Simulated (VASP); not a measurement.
Wanted: the native input for a VASP 6.6.1 run.

| Quantity | Value |
| --- | --- |
| Task | single point |
| Functional | LDA |
| Potentials or basis | VASP PAW LDA potentials, release 64 (Pt) |
| Cutoff | 520 eV |
| k mesh | 26 × 26 × 26 |
| Occupations | gaussian, width 0.1 eV |
| Spin | no spin polarisation |
| Dipole correction | no |
| Further INCAR settings | ALGO = Normal; EDIFF = 1e-07; NBANDS = 11 |

The structure of Pt lies in POSCAR:

```
Pt
1.0
    0.0000000000      1.9468067539      1.9468067539
    1.9468067539      0.0000000000      1.9468067539
    1.9468067539      1.9468067539      0.0000000000
Pt
1
Direct
    0.0000000000      0.0000000000      0.0000000000
```

These files were run (other wordings do the same):

INCAR

```
SYSTEM = Pt
PREC = Accurate
ENCUT = 520
EDIFF = 1E-7
ISMEAR = 0
SIGMA = 0.1
LREAL = .False.
LASPH = .True.
NELM = 60
ALGO = Normal
ISIF = 2
LWAVE = .False.
LCHARG = .True.
GGA = CA
LELF = .True.
LVHAR = .True.
NBANDS = 11
```

KPOINTS

```
regular mesh
0
Gamma
  26 26 26
  0 0 0
```

Potentials or basis: VASP PAW LDA potentials, release 64 (Pt).

Launch:

```console
$ cat potpaw_LDA.64/Pt/POTCAR > POTCAR
$ mpirun -np 1 vasp_std > vasp.out
```

It gave:

```
Pressure               : 0.8 GPa
Band gap on the k mesh : zero (band 5 reaches 12.08 eV, above the bottom of band 6 at 9.76 eV)
```

Caveat: spin-orbit coupling is left out, which moves the levels of the heavy elements.

Run time: 40 s on 1 thread of AMD EPYC 7R13 Processor (Zen 3) (shared host), peak memory 0.16 GiB.
